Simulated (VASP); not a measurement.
# HfO2 (R-3m) in VASP: settings compared

HfO2 is run at these levels: PBE, r2SCAN; tasks: single point.

Program: VASP 6.6.1. These are calculated values, not measurements. Logs are shortened: lines on timing, memory, paths and dates and some standing lists are left out, and cuts for length are marked.

## Step 1: The cell of the first run

It takes space group R-3m (No. 166, trigonal). Conventional cell: a = 3.756 Å, b = 3.756 Å, c = 8.288 Å, α = 90.00°, β = 90.00°, γ = 120.00°. Within 2.8 Å of Hf (site symmetry -3m) lie 8 O at 2.12 to 2.26 Å. O (site symmetry 3m) has 4 Hf at 2.12 to 2.26 Å and 6 O at 2.52 to 2.62 Å within 2.8 Å.

## Step 2: Single point, PBE (epitaxial 111 strain +5.0%)

INCAR

```
PREC = Accurate ; ENCUT = 520
EDIFF = 1E-6 ; ISMEAR = -1
SIGMA = 0.02 ; LREAL = False
LASPH = True ; NELM = 80
ALGO = Normal ; ISIF = 2
LWAVE = False ; LCHARG = False
GGA = PE ; NBANDS = 18
```

KPOINTS

```
regular mesh
0
Gamma
  8 8 8
```

POSCAR

```
HfO2
1.0
   -0.1753924679      2.4802489664      2.4802489664
    2.4802489664     -0.1753924679      2.4802489664
    2.4802489664      2.4802489664     -0.1753924679
Hf O
1 2
Direct
    0.0000000000      0.0000000000      0.0000000000
    0.2558979273      0.2558979273      0.2558979273
    0.7441020727      0.7441020727      0.7441020727
```

Potentials or basis: VASP PAW PBE potentials, release 64 (Hf_pv, O).

Command:

```
$ cat potpaw_PBE.64/Hf_pv/POTCAR potpaw_PBE.64/O/POTCAR > POTCAR
$ mpirun -np 1 vasp_std > vasp.out
```

OUTCAR:

```text
PREC = Accurate
   ENCUT = 520
   EDIFF = 1E-6
   ISMEAR = -1
   LREAL = False
   LASPH = True
   NELM = 80
   ISIF = 2
   GGA = PE

 ion  position               nearest neighbor table
   1  0.000  0.000  0.000-   2 2.12   3 2.12   3 2.26   3 2.26   3 2.26   2 2.26   2 2.26   2 2.26

   2  0.256  0.256  0.256-   1 2.12   1 2.26   1 2.26   1 2.26
   3  0.744  0.744  0.744-   1 2.12   1 2.26   1 2.26   1 2.26

  LATTYP: Found a trigonal (rhomboedric) cell.
 ALAT       =     3.5119841099
 COS(alpha) =     0.4282136445

  Lattice vectors:

 A1 = (  -0.1753924679,   2.4802489664,   2.4802489664)
 A2 = (   2.4802489664,  -0.1753924679,   2.4802489664)
 A3 = (   2.4802489664,   2.4802489664,  -0.1753924679)

Analysis of symmetry for initial positions (statically):
=====================================================================
 Subroutine PRICEL returns:
 Original cell was already a primitive cell.

 Routine SETGRP: Setting up the symmetry group for a
 trigonal (rhombohedral) supercell.

 Subroutine GETGRP returns: Found 12 space group operations
 (whereof 12 operations were pure point group operations)
 out of a pool of 12 trial point group operations.

The static configuration has the point symmetry D_3d.

Analysis of symmetry for dynamics (positions and initial velocities):
=====================================================================
 Subroutine PRICEL returns:
 Original cell was already a primitive cell.

 Routine SETGRP: Setting up the symmetry group for a
 trigonal (rhombohedral) supercell.

 Subroutine GETGRP returns: Found 12 space group operations
 (whereof 12 operations were pure point group operations)
 out of a pool of 12 trial point group operations.

The dynamic configuration has the point symmetry D_3d.

 Subroutine INISYM returns: Found 12 space group operations
 (whereof 12 operations are pure point group operations),
 and found     1 'primitive' translations

----------------------------------------------------------------------------------------

                                     Primitive cell

  volume of cell :      33.7466

  direct lattice vectors                    reciprocal lattice vectors
    -0.175392468  2.480248966  2.480248966    -0.181377303  0.195179557  0.195179557
     2.480248966 -0.175392468  2.480248966     0.195179557 -0.181377303  0.195179557
     2.480248966  2.480248966 -0.175392468     0.195179557  0.195179557 -0.181377303

  length of vectors
     3.511984110  3.511984110  3.511984110     0.330284491  0.330284491  0.330284491

  position of ions in fractional coordinates (direct lattice)
     0.000000000  0.000000000  0.000000000
     0.255897927  0.255897927  0.255897927
     0.744102073  0.744102073  0.744102073

  ion indices of the primitive-cell ions
   primitive index   ion index
                 1           1
                 2           2
                 3           3

----------------------------------------------------------------------------------------

 KPOINTS: regular mesh

Automatic generation of k-mesh.
 Grid dimensions read from file:
 generate k-points for:    8    8    8

 Generating k-lattice:

  Cartesian coordinates                     Fractional coordinates (reciprocal lattice)
    -0.022672163  0.024397445  0.024397445     0.125000000  0.000000000 -0.000000000
     0.024397445 -0.022672163  0.024397445     0.000000000  0.125000000 -0.000000000
     0.024397445  0.024397445 -0.022672163     0.000000000  0.000000000  0.125000000

  Length of vectors
     0.041285561  0.041285561  0.041285561

  Shift w.r.t. Gamma in fractional coordinates (k-lattice)
     0.000000000  0.000000000  0.000000000

 Subroutine IBZKPT returns following result:
 ===========================================

 Found     65 irreducible k-points:

 Following reciprocal coordinates:
            Coordinates               Weight
  0.000000  0.000000  0.000000      1.000000
  0.125000  0.000000  0.000000      6.000000
  0.250000  0.000000  0.000000      6.000000
  0.375000 -0.000000 -0.000000      6.000000
  0.500000  0.000000  0.000000      3.000000
  0.125000  0.125000  0.000000      6.000000
[... 16 lines left out ...]
  0.250000  0.125000  0.125000      6.000000
  0.375000  0.125000  0.125000      6.000000
 [... further k-points ...]
   k-points           NKPTS =     65   k-points in BZ     NKDIM =     65   number of bands    NBANDS=     18
   number of dos      NEDOS =    301   number of ions     NIONS =      3
   total plane-waves  NPLWV =  21952
   dimension x,y,z NGX =    28 NGY =   28 NGZ =   28
   dimension x,y,z NGXF=    56 NGYF=   56 NGZF=   56
   ions per type =               1   2
   NGX,Y,Z   is equivalent  to a cutoff of  13.25, 13.25, 13.25 a.u.
   NGXF,Y,Z  is equivalent  to a cutoff of  26.51, 26.51, 26.51 a.u.
 SYSTEM =  unknown system
   PREC   = accura    normal or accurate (medium, high low for compatibility)
   ISTART =      0    job   : 0-new  1-cont  2-samecut
   ICHARG =      2    charge: 1-file 2-atom 10-const
   ISPIN  =      1    spin polarized calculation?
   LNONCOLLINEAR =      F non collinear calculations
   LSORBIT =      F    spin-orbit coupling
   LASPH  =      T    aspherical Exc in radial PAW
   ENCUT  =  520.0 eV  38.22 Ry    6.18 a.u.   6.53  6.53  6.53*2*pi/ulx,y,z
   NELM   =     80;   NELMIN=  2; NELMDL= -5     # of ELM steps
   EDIFF  = 0.1E-05   stopping-criterion for ELM
   LREAL  =      F    real-space projection
   EDIFFG = 0.1E-04   stopping-criterion for IOM
   NSW    =      0    number of steps for IOM
   IBRION =     -1    ionic relax: 0-MD 1-quasi-New 2-CG
   NFREE  =      0    steps in history (QN), initial steepest desc. (CG)
   ISIF   =      2    stress and relaxation
   ISYM   =      2    0-nonsym 1-usesym 2-fastsym
   POTIM  = 0.5000    time-step for ionic-motion
   TEBEG  =    0.0;   TEEND  =   0.0 temperature during run
   PSTRESS=    0.0 pullay stress
   NELECT =      22.0000    total number of electrons
   NUPDOWN=      -1.0000    fix difference up-down
   EMIN   =  10.00;   EMAX   =-10.00  energy-range for DOS
   EFERMI =   0.00;   METHOD = LEGACY
   ISMEAR =    -1;   SIGMA  =   0.02  broadening in eV -4-tet -1-fermi 0-gaus
   EFERMI_NEDOS =   21; number of points for ismear=-14 and -15
   IALGO  =     38    algorithm
   IMIX   =      4    mixing-type and parameters
     AMIX     =   0.40;   BMIX     =  1.00
     AMIX_MAG =   1.60;   BMIX_MAG =  1.00
  volume/ion in A,a.u.               =      11.25        75.91
  Fermi-wavevector in a.u.,A,eV,Ry     =   1.419512  2.682488 27.415917  2.015013
  Thomas-Fermi vector in A             =   2.540524
   LORBIT       =      0    0 simple, 1 ext, 2 COOP (PROOUT), +10 PAW based schemes
   GGA     = PE    functional components
   LHFCALC =     F    Hartree Fock is set to
   AEXX    =    0.0000 exact exchange contribution
   IVDW    =     0    specifies the selected vdW correction
   LEPSILON=     F    determine dielectric tensor
   LRPA    =     F    only Hartree local field effects (RPA)
 non-spin polarized calculation
  energy-cutoff  :      520.00
  volume of cell :       33.75
 maximum number of plane-waves:       921
 NGX is ok and might be reduce to    28
   NGX = 13   NGY = 13   NGZ = 13

 number of electron      21.9999996 magnetization

 Free energy of the ion-electron system (eV)
  ---------------------------------------------------
  ext. energy  EPLUGINS =         0.00000000
  ---------------------------------------------------
  free energy    TOTEN  =       -30.12566514 eV

  energy without entropy =      -30.12566514  energy(sigma->0) =      -30.12566514

 E-fermi :   4.4449     XC(G=0): -11.6585

 val. band max:        3.9370175815   @ k =   0.5000   0.5000   0.0000
 cond. band min:       7.7191884822   @ k =   0.5000   0.5000   0.0000
 fundamental gap:      3.7821709007
 Fermi energy:         4.4449336355

 k-point     1 :       0.0000    0.0000    0.0000
  band No.  band energies     occupation
      1     -25.8807      2.00000
      2     -25.8807      2.00000
      3     -25.8603      2.00000
      4     -14.5502      2.00000
      5     -11.6809      2.00000
      6      -1.2579      2.00000
[... 10 lines left out ...]
     17      14.3011      0.00000
     18      16.9667      0.00000

 k-point     2 :       0.1250    0.0000    0.0000
  band No.  band energies     occupation
      1     -25.9327      2.00000
      2     -25.8841      2.00000
      3     -25.8689      2.00000
      4     -14.3726      2.00000
      5     -11.8247      2.00000
      6      -1.1112      2.00000
[... 10 lines left out ...]
     17      13.9645      0.00000
     18      16.9083      0.00000

 k-point     3 :       0.2500    0.0000    0.0000
  band No.  band energies     occupation
      1     -26.0633      2.00000
      2     -25.8923      2.00000
      3     -25.8802      2.00000
      4     -13.9385      2.00000
      5     -12.1367      2.00000
      6      -0.7255      2.00000
[... 10 lines left out ...]
     17      13.5450      0.00000
     18      16.2475      0.00000

 k-point     4 :       0.3750   -0.0000   -0.0000
  band No.  band energies     occupation
      1     -26.1893      2.00000
      2     -25.9005      2.00000
      3     -25.8907      2.00000
      4     -13.5094      2.00000
      5     -12.3904      2.00000
      6      -0.2758      2.00000
[... 10 lines left out ...]
     17      13.3372      0.00000
     18      15.6422      0.00000

 k-point     5 :       0.5000    0.0000    0.0000
  band No.  band energies     occupation
      1     -26.2401      2.00000
      2     -25.9039      2.00000
      3     -25.8950      2.00000
      4     -13.3465      2.00000
      5     -12.4647      2.00000
      6      -0.1679      2.00000
[... 10 lines left out ...]
     17      13.3757      0.00000
     18      15.7575      0.00000

 k-point     6 :       0.1250    0.1250    0.0000
  band No.  band energies     occupation
      1     -25.9364      2.00000
      2     -25.8987      2.00000
      3     -25.8805      2.00000
      4     -14.2902      2.00000
      5     -11.8935      2.00000
      6      -1.0915      2.00000
[... 10 lines left out ...]
     17      13.8406      0.00000
     18      17.0786      0.00000

 k-point     7 :       0.2500    0.1250   -0.0000
  band No.  band energies     occupation
      1     -26.0437      2.00000
      2     -25.9075      2.00000
      3     -25.8910      2.00000
      4     -13.9170      2.00000
      5     -12.1625      2.00000
      6      -0.7900      2.00000
[... 10 lines left out ...]
     17      13.5904      0.00000
     18      16.6561      0.00000

 k-point     8 :       0.3750    0.1250    0.0000
  band No.  band energies     occupation
      1     -26.1652      2.00000
      2     -25.9211      2.00000
      3     -25.9011      2.00000
      4     -13.4657      2.00000
      5     -12.4337      2.00000
      6      -0.4071      2.00000
[... 10 lines left out ...]
     17      13.7084      0.00000
     18      15.9278      0.00000
[... 229 lines left out ...]
     17      15.7576      0.00000
     18      17.2174      0.00000

 k-point    20 :      -0.3750    0.3750    0.0000
  band No.  band energies     occupation
      1     -26.2096      2.00000
      2     -26.0611      2.00000
      3     -25.9281      2.00000
      4     -12.9222      2.00000
      5     -12.5807      2.00000
      6      -1.7203      2.00000
[... 10 lines left out ...]
     17      16.4218      0.00000
     18      17.0878      0.00000

 k-point    21 :       0.5000    0.5000    0.0000
  band No.  band energies     occupation
      1     -26.2822      2.00000
      2     -26.0022      2.00000
      3     -25.9426      2.00000
      4     -12.9082      2.00000
      5     -12.5587      2.00000
      6      -2.2610      2.00000
[... 10 lines left out ...]
     17      16.4209      0.00000
     18      17.1928      0.00000

 k-point    22 :       0.1250    0.1250    0.1250
  band No.  band energies     occupation
      1     -25.9296      2.00000
      2     -25.8910      2.00000
      3     -25.8910      2.00000
      4     -14.3125      2.00000
      5     -11.8860      2.00000
      6      -1.0879      2.00000
[... 10 lines left out ...]
     17      13.9906      0.00000
     18      17.2820      0.00000

 k-point    23 :       0.2500    0.1250    0.1250
  band No.  band energies     occupation
      1     -26.0221      2.00000
      2     -25.9016      2.00000
      3     -25.8913      2.00000
      4     -14.0155      2.00000
      5     -12.1100      2.00000
      6      -0.8702      2.00000
[... 10 lines left out ...]
     17      13.8150      0.00000
     18      16.8588      0.00000

 k-point    24 :       0.3750    0.1250    0.1250
  band No.  band energies     occupation
      1     -26.1418      2.00000
      2     -25.9201      2.00000
      3     -25.8995      2.00000
      4     -13.5511      2.00000
      5     -12.4115      2.00000
      6      -0.6066      2.00000
[... 10 lines left out ...]
     17      14.0261      0.00000
     18      15.9995      0.00000

 [... further k-points ...]
[... 5 lines left out ...]
  --------------------------------------------------------------------------------------
  -------------------------------------------------------------------------------------
  Total       -1.4600294     -1.4600294     -1.4600294      0.9467215      0.9467215      0.9467215
  in kB      -69.3173277    -69.3173277    -69.3173277     44.9471809     44.9471809     44.9471809
  external PRESSURE =     -69.3173277 kB  Pullay stress =       0.0000000 kB

 VOLUME and BASIS-vectors are now :
 -----------------------------------------------------------------------------
  energy-cutoff  :      520.00
  volume of cell :       33.75
      direct lattice vectors                 reciprocal lattice vectors
    -0.175392468  2.480248966  2.480248966    -0.181377303  0.195179557  0.195179557
     2.480248966 -0.175392468  2.480248966     0.195179557 -0.181377303  0.195179557
     2.480248966  2.480248966 -0.175392468     0.195179557  0.195179557 -0.181377303

 POSITION                                       TOTAL-FORCE (eV/Angst)
 -----------------------------------------------------------------------------------
      0.00000      0.00000      0.00000        -0.000000     -0.000000     -0.000000
      1.22450      1.22450      1.22450         0.014546      0.014546      0.014546
      3.56061      3.56061      3.56061        -0.014546     -0.014546     -0.014546
 -----------------------------------------------------------------------------------
    total drift:                               -0.000000     -0.000000      0.000000

  FREE ENERGIE OF THE ION-ELECTRON SYSTEM (eV)
  ---------------------------------------------------
  free  energy   TOTEN  =       -30.1256651399 eV

  energy  without entropy=      -30.1256651399  energy(sigma->0) =      -30.12566514
```

It took 25 s on 1 thread of Intel Xeon Platinum 8375C at 2.90GHz (Ice Lake), shared host; peak memory 0.18 GiB.

Results:

| Item | Value |
| --- | --- |
| Free energy | -30.1257 eV |
| Pressure | -6.9 GPa |
| Largest force | 0.025 eV/Å |
| Band gap on the k mesh | 3.78 eV, direct |

Forces in eV/Å, atoms in the order of the input:
```
Hf   0.000  0.000  0.000
O    0.015  0.015  0.015
O   -0.015 -0.015 -0.015
```

Stress tensor (GPa, compression positive):
```
-6.93  4.49  4.49
 4.49 -6.93  4.49
 4.49  4.49 -6.93
```

Caveat: the cell differs from its parent crystal (epitaxial 111 strain +5.0%); spin-orbit coupling is left out, which moves the levels of the heavy elements. A k mesh can miss the band edges.

## Step 3: Single point, r2SCAN (epitaxial 111 strain +5.0%)

POSCAR is that of step 2.

INCAR.step1

```
PREC = Accurate
ENCUT = 520
ISMEAR = 0
SIGMA = 0.01
LREAL = F
LASPH = T
NELM = 60
NBANDS = 18
GGA = PE
ALGO = Normal
EDIFF = 1E-4
LWAVE = T
LCHARG = F
```

INCAR.step2

```
PREC = Accurate
ENCUT = 520
EDIFF = 1E-7
ISMEAR = 0
SIGMA = 0.01
LREAL = F
LASPH = T
NELM = 60
ALGO = Normal
ISIF = 2
LWAVE = F
LCHARG = T
METAGGA = R2SCAN
LMIXTAU = T
LELF = T
LVHAR = T
NBANDS = 18
ISTART = 1
```

KPOINTS

```
Automatic mesh
0
Gamma
  8 8 8
```

Potentials or basis: VASP PAW PBE potentials, release 64 (Hf_pv, O).

Command:

```
$ cat potpaw_PBE.64/Hf_pv/POTCAR potpaw_PBE.64/O/POTCAR > POTCAR
$ cp INCAR.step1 INCAR
$ mpirun -np 1 vasp_std > vasp.out
$ cp INCAR.step2 INCAR
$ mpirun -np 1 vasp_std > vasp.out
```

Wall time 2.8 min (1 thread of Intel Xeon Platinum 8375C at 2.90GHz (Ice Lake), shared host); peak memory 0.18 GiB.

It converged, with:

```
Free energy            : -68.3707 eV
Pressure               : -13.0 GPa
Largest force          : 0.065 eV/Å
Band gap on the k mesh : 4.27 eV, direct
```

Forces in eV/Å, atoms in the order of the input:
```
Hf   0.000  0.000  0.000
O   -0.038 -0.038 -0.038
O    0.038  0.038  0.038
```

Stress tensor (GPa, compression positive):
```
-12.99   4.46   4.46
  4.46 -12.99   4.46
  4.46   4.46 -12.99
```

Levels at points of the mesh, in eV from the valence-band top:
```tsv
k point	band 9	band 10	band 11	band 12	band 13	band 14
(0.00, 0.00, 0.00)	-0.73	-0.52	-0.52	4.36	4.36	6.21
(0.50, 0.00, 0.00)	-2.72	-2.12	-1.49	4.54	5.44	6.86
(0.50, 0.50, 0.00)	-1.82	-1.19	0.00	4.27	5.97	6.55
(0.50, 0.50, 0.50)	-2.71	-1.78	-1.78	5.26	5.26	8.05
```

Caveat: the cell differs from its parent crystal (epitaxial 111 strain +5.0%); the PAW data sets were made with another functional, which shifts forces and pressure a little; spin-orbit coupling is left out, which moves the levels of the heavy elements.
